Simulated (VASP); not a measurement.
Set up this calculation in VASP 6.6.1, as the native input.

```
Task                   : single point
Functional             : PBEsol
Potentials or basis    : VASP PAW PBE potentials, release 64 (Pt, Ti_sv)
Cutoff                 : 520 eV
k mesh                 : 7 × 7 × 7
Occupations            : fermi-dirac, width 0.05 eV
Spin                   : no spin polarisation
Dipole correction      : no
Further INCAR settings : ALGO = Normal; EDIFF = 1e-06; NBANDS = 29
```

The structure of TiPt3 lies in POSCAR:

```
TiPt3
1.0
    3.8993100857      0.0000000000      0.0000000000
    0.0000000000      3.8993100857      0.0000000000
    0.0000000000      0.0000000000      3.8993100857
Pt Ti
3 1
Direct
    0.5000000000      0.5000000000      0.0000000000
    0.5000000000      0.0000000000      0.5000000000
    0.0000000000      0.5000000000      0.5000000000
    0.0000000000      0.0000000000      0.0000000000
```

These files were run (other wordings do the same):

INCAR

```
  PREC = Accurate
  ENCUT = 520
  EDIFF = 1E-6
  ISMEAR = -1
  SIGMA = 0.05
  LREAL = F
  LASPH = T
  NELM = 80
  ALGO = Normal
  ISIF = 2
  LWAVE = F
  LCHARG = F
  GGA = PS
  NBANDS = 29
```

KPOINTS

```
regular mesh
0
Gamma
  7 7 7
```

Potentials or basis: VASP PAW PBE potentials, release 64 (Pt, Ti_sv).

The run is started by

```bash
$ cat potpaw_PBE.64/Pt/POTCAR potpaw_PBE.64/Ti_sv/POTCAR > POTCAR
$ mpirun -np 1 vasp_std > vasp.out
```

It gave:

```
Pressure               : -0.3 GPa
Band gap on the k mesh : zero (band 21 reaches 13.08 eV, above the bottom of band 22 at 11.56 eV)
```

Caveat: the PAW data sets were made with another functional, which shifts forces and pressure a little; spin-orbit coupling is left out, which moves the levels of the heavy elements.

Run time: 41 s on 1 thread of Intel(R) Xeon(R) Platinum 8259CL CPU @ 2.50GHz (Skylake/Cascade Lake), on a shared host, peak memory 0.18 GiB.
